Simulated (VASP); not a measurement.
# AlN (F-43m) in VASP: a series of runs

AlN is run at these levels: PBEsol; tasks: relaxation of cell and atoms.

Everything below comes from runs of VASP 6.6.1. Logs are shortened: lines on timing, memory, paths and dates and some standing lists are left out, and cuts for length are marked.

### Step 1. The cell of the first run

It takes space group F-43m (No. 216, cubic). The conventional cell has a = 4.368 Å, b = 4.368 Å, c = 4.368 Å, α = 90.00°, β = 90.00°, γ = 90.00°. Within 2.5 Å of Al (site symmetry -43m) lie 4 N at 1.89 Å. Within 2.5 Å of N (site symmetry -43m) lie 4 Al at 1.89 Å.

### Step 2. Relaxation of cell and atoms, PBEsol, target pressure -2 GPa, at which the enthalpy is minimised

Input file INCAR:

```
SYSTEM = AlN
  PREC = Accurate
  ENCUT = 600
  EDIFF = 1E-6
  ISMEAR = 0
  SIGMA = 0.01
  LREAL = .False.
  LASPH = .True.
  NELM = 80
  ALGO = Normal
  ISIF = 3
  LWAVE = .False.
  LCHARG = .False.
  GGA = PS
  IBRION = 2
  NSW = 100
  EDIFFG = -0.03
  PSTRESS = -20.0
```

Input file KPOINTS:

```
Automatic mesh
0
Gamma
  8 8 8
  0 0 0
```

Input file POSCAR:

```
AlN
1.0
    0.0000000000      2.1839940000      2.1839940000
    2.1839940000      0.0000000000      2.1839940000
    2.1839940000      2.1839940000      0.0000000000
Al N
1 1
Direct
    0.0000000000      0.0000000000      0.0000000000
    0.7500000000      0.7500000000      0.7500000000
```

Potentials or basis: VASP PAW PBE potentials, release 64 (Al, N).

On the command line:

```
cat potpaw_PBE.64/Al/POTCAR potpaw_PBE.64/N/POTCAR > POTCAR
mpirun -np 1 vasp_std > vasp.out
```

OUTCAR:

```text
SYSTEM = AlN
   PREC = Accurate
   ENCUT = 600
   EDIFF = 1E-6
   ISMEAR = 0
   LREAL = .False.
   LASPH = .True.
   NELM = 80
   ISIF = 3
   GGA = PS
   IBRION = 2
   NSW = 100
   EDIFFG = -0.03
   PSTRESS = -20.0

 ion  position               nearest neighbor table
   1  0.000  0.000  0.000-   2 1.89   2 1.89   2 1.89   2 1.89
   2  0.750  0.750  0.750-   1 1.89   1 1.89   1 1.89   1 1.89

  LATTYP: Found a face centered cubic cell.
 ALAT       =     4.3679880000

  Lattice vectors:

 A1 = (   0.0000000000,   2.1839940000,   2.1839940000)
 A2 = (   2.1839940000,   0.0000000000,   2.1839940000)
 A3 = (   2.1839940000,   2.1839940000,   0.0000000000)

Analysis of symmetry for initial positions (statically):
=====================================================================
 Subroutine PRICEL returns:
 Original cell was already a primitive cell.

 Routine SETGRP: Setting up the symmetry group for a
 face centered cubic supercell.

 Subroutine GETGRP returns: Found 24 space group operations
 (whereof 24 operations were pure point group operations)
 out of a pool of 48 trial point group operations.

The static configuration has the point symmetry T_d .

Analysis of symmetry for dynamics (positions and initial velocities):
=====================================================================
 Subroutine PRICEL returns:
 Original cell was already a primitive cell.

 Routine SETGRP: Setting up the symmetry group for a
 face centered cubic supercell.

 Subroutine GETGRP returns: Found 24 space group operations
 (whereof 24 operations were pure point group operations)
 out of a pool of 48 trial point group operations.

The dynamic configuration has the point symmetry T_d .

 Subroutine INISYM returns: Found 24 space group operations
 (whereof 24 operations are pure point group operations),
 and found     1 'primitive' translations

----------------------------------------------------------------------------------------

                                     Primitive cell

  volume of cell :      20.8346

  direct lattice vectors                    reciprocal lattice vectors
     0.000000000  2.183994000  2.183994000    -0.228938358  0.228938358  0.228938358
     2.183994000  0.000000000  2.183994000     0.228938358 -0.228938358  0.228938358
     2.183994000  2.183994000  0.000000000     0.228938358  0.228938358 -0.228938358

  length of vectors
[... 90 lines left out ...]
   POTIM  = 0.5000    time-step for ionic-motion
   TEBEG  =    0.0;   TEEND  =   0.0 temperature during run
   PSTRESS=  -20.0 pullay stress
   NELECT =       8.0000    total number of electrons
   NUPDOWN=      -1.0000    fix difference up-down
   EMIN   =  10.00;   EMAX   =-10.00  energy-range for DOS
   EFERMI =   0.00;   METHOD = LEGACY
   ISMEAR =     0;   SIGMA  =   0.01  broadening in eV -4-tet -1-fermi 0-gaus
   EFERMI_NEDOS =   21; number of points for ismear=-14 and -15
   IALGO  =     38    algorithm
   IMIX   =      4    mixing-type and parameters
     AMIX     =   0.40;   BMIX     =  1.00
     AMIX_MAG =   1.60;   BMIX_MAG =  1.00
  volume/ion in A,a.u.               =      10.42        70.30
  Fermi-wavevector in a.u.,A,eV,Ry     =   1.189899  2.248583 19.263936  1.415859
  Thomas-Fermi vector in A             =   2.325996
   LORBIT       =      0    0 simple, 1 ext, 2 COOP (PROOUT), +10 PAW based schemes
   GGA     = PS    functional components
   LHFCALC =     F    Hartree Fock is set to
   AEXX    =    0.0000 exact exchange contribution
   IVDW    =     0    specifies the selected vdW correction
   LEPSILON=     F    determine dielectric tensor
   LRPA    =     F    only Hartree local field effects (RPA)
 conjugate gradient relaxation of ions
 non-spin polarized calculation
 Gauss-broadening in eV      SIGMA  =   0.01
  energy-cutoff  :      600.00
  volume of cell :       20.83
 maximum number of plane-waves:       725
 NGX is ok and might be reduce to    28
   NGX = 13   NGY = 13   NGZ = 13

--------------------------------------- Ionic step        1  -------------------------------------------

 number of electron       7.9999999 magnetization

 Free energy of the ion-electron system (eV)
  ---------------------------------------------------
  ext. energy  EPLUGINS =         0.00000000
  ---------------------------------------------------
  free energy    TOTEN  =       -15.61224183 eV

  energy without entropy =      -15.61224183  energy(sigma->0) =      -15.61224183

------------------------ aborting loop because EDIFF is reached ----------------------------------------

  FORCE on cell =-STRESS in cart. coord.  units (eV):
  Direction    XX          YY          ZZ          XY          YZ          ZX
  --------------------------------------------------------------------------------------
  -------------------------------------------------------------------------------------
  Total        0.1568189      0.1568189      0.1568189     -0.0000000     -0.0000000     -0.0000000
  in kB       12.0593695     12.0593695     12.0593695     -0.0000000     -0.0000000     -0.0000000
  external PRESSURE =      32.0593695 kB  Pullay stress =     -20.0000000 kB
[... 63 lines left out ...]
--------------------------------------- Ionic step        3  -------------------------------------------

 number of electron       8.0000000 magnetization

 Free energy of the ion-electron system (eV)
  ---------------------------------------------------
  ext. energy  EPLUGINS =         0.00000000
  ---------------------------------------------------
  free energy    TOTEN  =       -15.61135139 eV

  energy without entropy =      -15.61135139  energy(sigma->0) =      -15.61135139

 E-fermi :   5.8147     XC(G=0): -11.0592

 val. band max:        5.7272916330   @ k =   0.0000   0.0000   0.0000
 cond. band min:       8.9069470305   @ k =   0.5000   0.5000   0.0000
 fundamental gap:      3.1796553975
 Fermi energy:         5.8146611603

 k-point     1 :       0.0000    0.0000    0.0000
  band No.  band energies     occupation
      1      -9.1384      2.00000
      2       5.7273      2.00000
      3       5.7273      2.00000
      4       5.7273      2.00000
      5       9.7197      0.00000
      6      18.0398      0.00000
      7      18.0398      0.00000
      8      18.0398      0.00000
[... 243 lines left out ...]
 k-point    24 :      -0.3750    0.2500    0.1250
  band No.  band energies     occupation
      1      -6.7843      2.00000
      2       0.5918      2.00000
      3       3.5006      2.00000
      4       4.6085      2.00000
      5      12.6667      0.00000
      6      14.7418      0.00000
      7      17.6474      0.00000
      8      18.1763      0.00000

 [... further k-points ...]
[... 5 lines left out ...]
  --------------------------------------------------------------------------------------
  -------------------------------------------------------------------------------------
  Total       -0.2639533     -0.2639533     -0.2639533      0.0000000     -0.0000000      0.0000000
  in kB      -19.9746891    -19.9746891    -19.9746891      0.0000000     -0.0000000      0.0000000
  external PRESSURE =       0.0253109 kB  Pullay stress =     -20.0000000 kB
[... 21 lines left out ...]
  energy  without entropy=      -15.6113513916  energy(sigma->0) =      -15.61135139

  enthalpy is  TOTEN    =       -15.8756391500 eV   P V=       -0.2642877583

 reached required accuracy - stopping structural energy minimisation
```

OSZICAR:

```text
N       E                     dE             d eps       ncg     rms          rms(c)
DAV:   1     0.142342899980E+02    0.14234E+02   -0.43693E+03   496   0.936E+02
DAV:   2    -0.170769762996E+02   -0.31311E+02   -0.30181E+02   608   0.164E+02
DAV:   3    -0.178426622491E+02   -0.76569E+00   -0.76569E+00   560   0.327E+01
[... 20 lines left out ...]
DAV:   2    -0.156114290378E+02    0.44808E-02   -0.26618E-02   480   0.115E+00    0.105E-01
DAV:   3    -0.156113834871E+02    0.45551E-04   -0.36233E-04   528   0.211E-01    0.366E-02
DAV:   4    -0.156113547596E+02    0.28728E-04   -0.15815E-05   584   0.346E-02    0.167E-02
DAV:   5    -0.156113512743E+02    0.34853E-05   -0.42367E-06   488   0.183E-02    0.855E-03
DAV:   6    -0.156113513916E+02   -0.11730E-06   -0.43149E-08   232   0.227E-03
   3 F= -.15875639E+02 E0= -.15875639E+02  d E =-.331925E-02
```

CONTCAR:

```text
AlN
   1.00000000000000
     0.0000000000000000    2.1957145485212268    2.1957145485212268
     2.1957145485212268   -0.0000000000000000    2.1957145485212268
     2.1957145485212268    2.1957145485212268   -0.0000000000000000
  Al              N
     1     1
Direct
     0.0000000000000000    0.0000000000000000    0.0000000000000000
     0.7500000000000000    0.7500000000000000    0.7500000000000000

  0.00000000E+00  0.00000000E+00  0.00000000E+00
  0.00000000E+00  0.00000000E+00  0.00000000E+00
```

Run time: 9.5 s. Hardware: 1 thread of Intel Xeon Platinum 8488C (Sapphire Rapids), shared host; peak memory 0.15 GiB.

Results:

| Property | Result |
| --- | --- |
| Free energy | -15.6114 eV |
| Relaxed volume | 10.59 Å³/atom |
| Relaxed cell | a = 3.105 Å, b = 3.105 Å, c = 3.105 Å, α = 60.00°, β = 60.00°, γ = 60.00° |
| Space group after relaxing (to 0.05 Å) | F-43m (No. 216) |
| Energy change on relaxing (the enthalpy is what falls) | +0.4 meV/atom |
| Ionic steps | 3 |
| Pressure after relaxing | -2.0 GPa |
| Band gap on the k mesh | 3.18 eV, indirect (least direct gap 3.99 eV) |

Step by step:
```csv
step,energy change (eV),largest force (eV/Å),pressure (GPa),volume (Å³)
1,0.0000,0.0000,1.21,20.83
2,0.0071,0.0000,-4.65,21.47
3,0.0009,0.0000,-2.00,21.17
```

Final structure:
```
Al N
1.0
     0.00000    2.19571    2.19571
     2.19571    0.00000    2.19571
     2.19571    2.19571    0.00000
Al N
1 1
Direct
  0.00000 0.00000 0.00000
  0.75000 0.75000 0.75000
```

Caveat: the cell is relaxed towards a set pressure, so the enthalpy falls and the energy may rise; the PAW data sets were made with another functional, which shifts forces and pressure a little. PBEsol gaps usually lie below the measured ones, often by a third to a half.

### Step 3. Relaxation of cell and atoms, PBEsol

Input file INCAR:

```
SYSTEM = AlN
ALGO = Normal ; EDIFF = 1E-7
EDIFFG = -0.03 ; ENCUT = 600
GGA = PS ; IBRION = 2
ISIF = 3 ; ISMEAR = 0
LASPH = .True. ; LCHARG = .False.
LREAL = .False. ; LWAVE = .False.
NELM = 80 ; NSW = 100
PREC = Accurate ; SIGMA = 0.01
```

Input file KPOINTS:

```
k-points
0
Gamma
  8 8 8
  0 0 0
```

POSCAR is that of step 2.

Potentials or basis: VASP PAW PBE potentials, release 64 (Al, N).

On the command line:

```
cat potpaw_PBE.64/Al/POTCAR potpaw_PBE.64/N/POTCAR > POTCAR
mpirun -np 1 vasp_std > vasp.out
```

Run time: 11 s. Hardware: 1 thread of Intel Xeon Platinum 8488C (Sapphire Rapids), shared host; peak memory 0.15 GiB.

The run converged. Its results:

- Free energy: -15.6127 eV
- Relaxed volume: 10.48 Å³/atom
- Relaxed cell: a = 3.095 Å, b = 3.095 Å, c = 3.095 Å, α = 60.00°, β = 60.00°, γ = 60.00°
- Space group after relaxing (to 0.05 Å): F-43m (No. 216)
- Energy gained by relaxing: 0.2 meV/atom
- Ionic steps: 3
- Pressure after relaxing: 0.0 GPa
- Band gap on the k mesh: 3.18 eV, indirect (least direct gap 4.08 eV)

Step by step:
```csv
step,energy change (eV),largest force (eV/Å),pressure (GPa),volume (Å³)
1,0.0000,0.0000,1.21,20.83
2,-0.0001,0.0000,-1.08,21.07
3,-0.0005,0.0000,0.01,20.96
```

Final structure:
```
Al N
1.0
     0.00000    2.18829    2.18829
     2.18829    0.00000    2.18829
     2.18829    2.18829    0.00000
Al N
1 1
Cartesian
  0.0000 0.0000 0.0000
  3.2824 3.2824 3.2824
```

Levels at points of the mesh, in eV from the valence-band top:
| k point | band 2 | band 3 | band 4 | band 5 | band 6 | band 7 |
| --- | --- | --- | --- | --- | --- | --- |
| (0.00, 0.00, 0.00) | 0.00 | 0.00 | 0.00 | 4.08 | 12.41 | 12.41 |
| (0.50, 0.00, 0.00) | -5.89 | -0.48 | -0.48 | 7.23 | 9.73 | 11.00 |
| (0.50, 0.50, 0.00) | -4.93 | -1.78 | -1.78 | 3.18 | 8.45 | 13.79 |

Caveat: the PAW data sets were made with another functional, which shifts forces and pressure a little. A k mesh can miss the band edges.

### Step 4. Relaxation of cell and atoms, PBEsol, target pressure 2 GPa, at which the enthalpy is minimised

Input file INCAR:

```
SYSTEM = AlN
  PREC = Accurate
  ENCUT = 600
  EDIFF = 1E-6
  ISMEAR = 0
  SIGMA = 0.01
  LREAL = .False.
  LASPH = .True.
  NELM = 60
  ALGO = Normal
  ISIF = 3
  LWAVE = .False.
  LCHARG = .False.
  GGA = PS
  IBRION = 2
  NSW = 100
  EDIFFG = -0.03
  PSTRESS = 20.0
```

Input file KPOINTS:

```
regular mesh
0
Gamma
  8 8 8
  0 0 0
```

POSCAR is that of step 3.

On the command line:

```
cat potpaw_PBE.64/Al/POTCAR potpaw_PBE.64/N/POTCAR > POTCAR
mpirun -np 1 vasp_std > vasp.out
```

Wall time 10 s (1 thread of Intel Xeon Platinum 8488C (Sapphire Rapids), shared host); peak memory 0.14 GiB.

The run converged. Its results:

```yaml
Free_energy: -15.6114 eV
Relaxed_volume: 10.38 Å³/atom
Relaxed_cell: a = 3.085 Å, b = 3.085 Å, c = 3.085 Å, α = 60.00°, β = 60.00°, γ = 60.00°
Space_group_after_relaxing_to_0.05_Å: F-43m (No. 216)
Energy_change_on_relaxing_the_enthalpy_is_what_falls: +0.4 meV/atom
Ionic_steps: 3
Pressure_after_relaxing: 2.0 GPa
Band_gap_on_the_k_mesh: 3.19 eV, indirect (least direct gap 4.17 eV)
```

The path:
```tsv
step	energy change (eV)	largest force (eV/Å)	pressure (GPa)	volume (Å³)
1	0.0000	0.0000	1.21	20.83
2	0.0019	0.0000	2.78	20.68
3	0.0008	0.0000	2.00	20.75
```

Final structure:
```
Al N
1.0
     0.00000    2.18121    2.18121
     2.18121    0.00000    2.18121
     2.18121    2.18121    0.00000
Al N
1 1
Direct
  0.00000 0.00000 0.00000
  0.75000 0.75000 0.75000
```

Levels at points of the mesh, in eV from the valence-band top:
| k point | band 1 | band 2 | band 3 | band 4 | band 5 | band 6 | band 7 | band 8 |
| --- | --- | --- | --- | --- | --- | --- | --- | --- |
| (0.00, 0.00, 0.00) | -14.98 | 0.00 | 0.00 | 0.00 | 4.17 | 12.51 | 12.51 | 12.51 |
| (0.50, 0.00, 0.00) | -12.89 | -5.93 | -0.48 | -0.48 | 7.32 | 9.79 | 11.06 | 11.06 |
| (0.50, 0.50, 0.00) | -12.24 | -4.96 | -1.79 | -1.79 | 3.19 | 8.51 | 13.93 | 15.67 |

Caveat: the cell is relaxed towards a set pressure, so the enthalpy falls and the energy may rise; the PAW data sets were made with another functional, which shifts forces and pressure a little.

### Step 5. Relaxation of cell and atoms, PBEsol, target pressure 5 GPa, at which the enthalpy is minimised

Input file INCAR:

```
PREC = Accurate
ENCUT = 600
EDIFF = 1E-7
ISMEAR = 0
SIGMA = 0.01
LREAL = False
LASPH = True
NELM = 60
ALGO = Normal
ISIF = 3
LWAVE = False
LCHARG = False
GGA = PS
IBRION = 2
NSW = 100
EDIFFG = -0.03
PSTRESS = 50.0
```

Input file KPOINTS:

```
Automatic mesh
0
Gamma
  8 8 8
```

POSCAR is that of step 4.

On the command line:

```
cat potpaw_PBE.64/Al/POTCAR potpaw_PBE.64/N/POTCAR > POTCAR
mpirun -np 1 vasp_std > vasp.out
```

Run time: 11 s. Hardware: 1 thread of Intel Xeon Platinum 8488C (Sapphire Rapids), shared host; peak memory 0.15 GiB.

The run converged. Its results:

* Free energy: -15.6052 eV
* Relaxed volume: 10.23 Å³/atom
* Relaxed cell: a = 3.070 Å, b = 3.070 Å, c = 3.070 Å, α = 60.00°, β = 60.00°, γ = 60.00°
* Space group after relaxing (to 0.05 Å): F-43m (No. 216)
* Energy change on relaxing (the enthalpy is what falls): +3.5 meV/atom
* Ionic steps: 3
* Pressure after relaxing: 5.0 GPa
* Band gap on the k mesh: 3.20 eV, indirect (least direct gap 4.29 eV)

Step by step:
```csv
step,energy change (eV),largest force (eV/Å),pressure (GPa),volume (Å³)
1,0.0000,0.0000,1.21,20.83
2,0.0232,0.0000,9.16,20.10
3,0.0070,0.0000,4.99,20.47
```

Final structure:
```
Al N
1.0
     0.00000    2.17114    2.17114
     2.17114    0.00000    2.17114
     2.17114    2.17114    0.00000
Al N
1 1
Direct
  0.00000 0.00000 0.00000
  0.75000 0.75000 0.75000
```

Levels at points of the mesh, in eV from the valence-band top:
```tsv
k point	band 1	band 2	band 3	band 4	band 5	band 6	band 7	band 8
(0.00, 0.00, 0.00)	-15.06	0.00	0.00	0.00	4.29	12.64	12.64	12.64
(0.50, 0.00, 0.00)	-12.92	-5.99	-0.48	-0.48	7.45	9.89	11.15	11.15
(0.50, 0.50, 0.00)	-12.26	-5.00	-1.81	-1.81	3.20	8.59	14.12	15.85
```

Caveat: the cell is relaxed towards a set pressure, so the enthalpy falls and the energy may rise; the PAW data sets were made with another functional, which shifts forces and pressure a little. A k mesh can miss the band edges.

### Step 6. Relaxation of cell and atoms, PBEsol, target pressure 10 GPa, at which the enthalpy is minimised

Input file INCAR:

```
SYSTEM = AlN
  PREC = Accurate
  ENCUT = 600
  EDIFF = 1E-7
  ISMEAR = 0
  SIGMA = 0.01
  LREAL = .False.
  LASPH = .True.
  NELM = 80
  ALGO = Normal
  ISIF = 3
  LWAVE = .False.
  LCHARG = .False.
  GGA = PS
  IBRION = 2
  NSW = 100
  EDIFFG = -0.03
  PSTRESS = 100.0
```

Input file KPOINTS:

```
Automatic mesh
0
Gamma
  8 8 8
  0 0 0
```

POSCAR is that of step 5.

Potentials or basis: VASP PAW PBE potentials, release 64 (Al, N).

On the command line:

```
cat potpaw_PBE.64/Al/POTCAR potpaw_PBE.64/N/POTCAR > POTCAR
mpirun -np 1 vasp_std > vasp.out
```

Wall time 12 s (1 thread of Intel Xeon Platinum 8488C (Sapphire Rapids), shared host); peak memory 0.15 GiB.

It converged, with:

```
Free energy                                            : -15.5852 eV
Relaxed volume                                         : 10.02 Å³/atom
Relaxed cell                                           : a = 3.049 Å, b = 3.049 Å, c = 3.049 Å, α = 60.00°, β = 60.00°, γ = 60.00°
Space group after relaxing (to 0.05 Å)                 : F-43m (No. 216)
Energy change on relaxing (the enthalpy is what falls) : +13.5 meV/atom
Ionic steps                                            : 3
Pressure after relaxing                                : 9.9 GPa
Band gap on the k mesh                                 : 3.20 eV, indirect (least direct gap 4.48 eV)
```

Step by step:
```
step  energy change (eV)  largest force (eV/Å)  pressure (GPa)  volume (Å³)
   1              0.0000                0.0000            1.21        20.83
   2              0.1123                0.0000           21.63        19.16
   3              0.0270                0.0000            9.92        20.04
```

Final structure:
```xyz
2
Lattice="0.0000 2.1557 2.1557 2.1557 0.0000 2.1557 2.1557 2.1557 0.0000" Properties=species:S:1:pos:R:3 pbc="T T T"
Al    0.0000    0.0000    0.0000
N     3.2336    3.2336    3.2336
```

Levels at points of the mesh, in eV from the valence-band top:
```
           k point  band 2  band 3  band 4  band 5  band 6  band 7
(0.00, 0.00, 0.00)    0.00    0.00    0.00    4.48   12.86   12.86
(0.50, 0.00, 0.00)   -6.08   -0.49   -0.49    7.64   10.03   11.28
(0.50, 0.50, 0.00)   -5.07   -1.83   -1.83    3.20    8.72   14.42
```

Caveat: the cell is relaxed towards a set pressure, so the enthalpy falls and the energy may rise; the PAW data sets were made with another functional, which shifts forces and pressure a little. As with any semilocal functional, this PBEsol gap is likely too small.

### Step 7. Overview

| cell | gap on the mesh (eV) | pressure (GPa) |
| --- | --- | --- |
| relaxed to -2 GPa | 3.18 | -2.0 |
| relaxed | 3.18 | 0.0 |
| relaxed to 2 GPa | 3.19 | 2.0 |
| relaxed to 5 GPa | 3.20 | 5.0 |
| relaxed to 10 GPa | 3.20 | 9.9 |

Alike in all rows: task relaxation of cell and atoms; level PBEsol; potentials or basis VASP PAW PBE potentials, release 64 (Al, N); no spin polarisation; k mesh 8 × 8 × 8; cutoff (eV) 600; smearing gaussian 0.01 eV.

Caveats: the PAW data sets were made with another functional, which shifts forces and pressure a little; the cell is relaxed towards a set pressure, so the enthalpy falls and the energy may rise (some runs).

Total energies depend on the potentials used, so only differences within one code and one set of settings carry meaning.
